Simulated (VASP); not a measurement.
Wanted: the native input for a VASP 6.6.1 run.

| Property | Result |
| --- | --- |
| Task | single point |
| Functional | PBE |
| Potentials or basis | VASP PAW PBE potentials, release 64 (Be, Se) |
| Cutoff | 520 eV |
| k mesh | 4 × 4 × 6 |
| Occupations | gaussian, width 0.1 eV |
| Spin | no spin polarisation |
| Dipole correction | no |
| Further INCAR settings | ALGO = Normal; EDIFF = 1e-06; NBANDS = 15 |

The structure of Be4Se lies in POSCAR:

```
Be4Se
1.0
    3.3371372960     -2.7479584352      0.0000000000
    3.3371372960      2.7479584352      0.0000000000
    0.0000000000      0.0000000000      3.4314730548
Be Se
4 1
Direct
    0.6772242594      0.3227757406      0.5000000000
    0.3227757406      0.6772242594      0.5000000000
    0.3412910639      0.3412910639      0.0000000000
    0.6587089361      0.6587089361      0.0000000000
    0.0000000000      0.0000000000      0.0000000000
```

The input as run:

INCAR

```
SYSTEM = Be4Se
PREC = Accurate
ENCUT = 520
EDIFF = 1E-6
ISMEAR = 0
SIGMA = 0.1
LREAL = .False.
LASPH = .True.
NELM = 80
ALGO = Normal
ISIF = 2
LWAVE = .False.
LCHARG = .False.
GGA = PE
NBANDS = 15
```

KPOINTS

```
regular mesh
0
Gamma
  4 4 6
  0 0 0
```

Potentials or basis: VASP PAW PBE potentials, release 64 (Be, Se).

Command:

```bash
$ cat potpaw_PBE.64/Be/POTCAR potpaw_PBE.64/Se/POTCAR > POTCAR
$ mpirun -np 1 vasp_std > vasp.out
```

Results of the run:

The pressure is 0.3 GPa, the largest force is 0.033 eV/Å and the band gap on the k mesh is zero (band 7 reaches 6.07 eV, above the bottom of band 8 at 4.24 eV).

Caveat: the k points lie up to 0.37 Å⁻¹ apart.

It took 13 s on 1 thread of Intel(R) Xeon(R) Platinum 8488C (Sapphire Rapids) (shared host), peak memory 0.18 GiB.
